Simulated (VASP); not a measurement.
Here is a VASP 6.6.1 calculation.

File INCAR:

```
PREC = Accurate
ENCUT = 520
EDIFF = 1E-7
ISMEAR = 0
SIGMA = 0.05
LREAL = False
LASPH = True
NELM = 60
ALGO = Normal
ISIF = 2
LWAVE = False
LCHARG = False
GGA = PS
NBANDS = 18
```

File KPOINTS:

```
regular mesh
0
Gamma
  8 1 6
```

POSCAR

```
P
1.0
    3.2837277200      0.0000000000      0.0000000000
    0.0000000000     34.8570309900      0.0000000000
    0.0000000000      0.0000000000      4.6320847100
P
4
Direct
    0.0000000000      0.9679036312      0.5842318592
    0.0000000000      0.0320963688      0.4157681408
    0.5000000000      0.0320963688      0.0842318592
    0.5000000000      0.9679036312      0.9157681408
```

Potentials or basis: VASP PAW PBE potentials, release 64 (P).

Command:

```sh
$ cat potpaw_PBE.64/P/POTCAR > POTCAR
$ mpirun -np 1 vasp_std > vasp.out
```

(1) Predict the band gap on the k mesh.

(2) What does it give for the largest force?

Answers

(1) 0.41 eV, direct.

(2) 0.948 eV/Å.

Caveat: the cell differs from its parent crystal (mode 7 (349.0 1/cm) frozen in, largest displacement +0.090 Å); the PAW data sets were made with another functional, which shifts forces and pressure a little.
